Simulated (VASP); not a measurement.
Wanted: the native input for a VASP 6.6.1 run.

```yaml
Task: single point
Functional: HSE06
Potentials_or_basis: VASP PAW PBE potentials, release 64 (Li_sv, F)
Cutoff: 520 eV
k_mesh: 6 × 6 × 2
Occupations: gaussian, width 0.01 eV
Spin: no spin polarisation
Dipole_correction: no
Grid_for_exact_exchange_PRECFOCK: Normal
Further_INCAR_settings: ALGO = Normal; EDIFF = 1e-06; NBANDS = 18
Screening_parameter: 0.2079 1/Å
```

LiF:

```
Li F
1.0
     3.08101    0.00000    0.00000
    -1.54051    2.66824    0.00000
     0.00000    0.00000    4.78534
Li F
2 2
Direct
  0.33333 0.66667 0.99257
  0.66667 0.33333 0.49257
  0.33333 0.66667 0.38243
  0.66667 0.33333 0.88243
```

The input as run:

POSCAR

```
LiF
1.0
    3.0810126371      0.0000000000      0.0000000000
   -1.5405063186      2.6682352131      0.0000000000
    0.0000000000      0.0000000000      4.7853429675
Li F
2 2
Direct
    0.3333333333      0.6666666667     -0.0074305300
    0.6666666667      0.3333333333      0.4925694700
    0.3333333333      0.6666666667      0.3824305300
    0.6666666667      0.3333333333      0.8824305300
```

INCAR.step1

```
SYSTEM = LiF
PREC = Accurate ; ENCUT = 520
EDIFF = 1E-5 ; ISMEAR = 0
SIGMA = 0.01 ; LREAL = .False.
LASPH = .True. ; NELM = 80
ALGO = Normal ; ISIF = 2
LWAVE = .True. ; LCHARG = .False.
GGA = PE ; NBANDS = 18
```

INCAR.step2

```
SYSTEM = LiF
PREC = Accurate ; ENCUT = 520
EDIFF = 1E-6 ; ISMEAR = 0
SIGMA = 0.01 ; LREAL = .False.
LASPH = .True. ; NELM = 80
ALGO = Normal ; ISIF = 2
LWAVE = .False. ; LCHARG = .False.
GGA = PE ; LHFCALC = .True.
HFSCREEN = 0.2079 ; PRECFOCK = Normal
ISTART = 1 ; NBANDS = 18
```

KPOINTS

```
regular mesh
0
Gamma
  6 6 2
  0 0 0
```

Potentials or basis: VASP PAW PBE potentials, release 64 (Li_sv, F).

Run with:

```sh
$ cat potpaw_PBE.64/Li_sv/POTCAR potpaw_PBE.64/F/POTCAR > POTCAR
$ cp INCAR.step1 INCAR
$ mpirun -np 1 vasp_std > vasp.out
$ cp INCAR.step2 INCAR
$ mpirun -np 1 vasp_std > vasp.out
```

Results of the run:

* Largest force: 0.004 eV/Å
* Band gap on the k mesh: 10.00 eV, direct

Caveat: the k points lie up to 0.66 Å⁻¹ apart; the PAW data sets were made with another functional, which shifts forces and pressure a little.

Run time: 6.4 min on 1 thread of Oxide Virtual Turin-like Processor, on a shared host, peak memory 0.22 GiB.
